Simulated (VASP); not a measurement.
Write the native input for VASP 6.6.1 that does the following.

```
Task                   : relaxation of cell and atoms
Functional             : PBEsol
Potentials or basis    : VASP PAW PBE potentials, release 64 (Nb_sv, Cu)
Cutoff                 : 600 eV
k mesh                 : 9 × 9 × 9
Occupations            : fermi-dirac, width 0.05 eV
Spin                   : no spin polarisation
Target pressure        : 5 GPa
Dipole correction      : no
Further INCAR settings : ALGO = Normal; EDIFF = 1e-06; IBRION = 2; EDIFFG = -0.01; NSW = 60; ISIF = 3
```

The structure of NbCu lies in POSCAR:

```
NbCu
1.0
    0.0000000000      2.5622100000      2.5622100000
    2.5622100000      0.0000000000      2.5622100000
    2.5622100000      2.5622100000      0.0000000000
Nb Cu
1 1
Direct
    0.0000000000      0.0000000000      0.0000000000
    0.5000000000      0.5000000000      0.5000000000
```

The input as run:

INCAR

```
SYSTEM = NbCu
PREC = Accurate ; ENCUT = 600
EDIFF = 1E-6 ; ISMEAR = -1
SIGMA = 0.05 ; LREAL = .False.
LASPH = .True. ; NELM = 80
ALGO = Normal ; ISIF = 3
LWAVE = .False. ; LCHARG = .False.
GGA = PS ; IBRION = 2
NSW = 60 ; EDIFFG = -0.01
PSTRESS = 50.0
```

KPOINTS

```
regular mesh
0
Gamma
  9 9 9
  0 0 0
```

Potentials or basis: VASP PAW PBE potentials, release 64 (Nb_sv, Cu).

Command:

```bash
$ cat potpaw_PBE.64/Nb_sv/POTCAR potpaw_PBE.64/Cu/POTCAR > POTCAR
$ mpirun -np 1 vasp_std > vasp.out
```

Results of the run:

The relaxed volume is 15.69 Å³/atom. The relaxed cell is a = 3.541 Å, b = 3.541 Å, c = 3.541 Å, α = 60.00°, β = 60.00°, γ = 60.00° and the space group after relaxing (to 0.05 Å) is Fm-3m (No. 225). The energy change on relaxing (the enthalpy is what falls) is -4.7 meV/atom and the ionic steps are 4. The pressure after relaxing is 5.1 GPa. The band gap on the k mesh is zero (band 12 reaches 10.24 eV, above the bottom of band 13 at 8.21 eV).

Caveat: the cell is relaxed towards a set pressure, so the enthalpy falls and the energy may rise; the PAW data sets were made with another functional, which shifts forces and pressure a little.

Run time: 47 s on 1 thread of Intel(R) Xeon(R) 6975P-C (Granite Rapids), with other jobs on the host, peak memory 0.19 GiB.
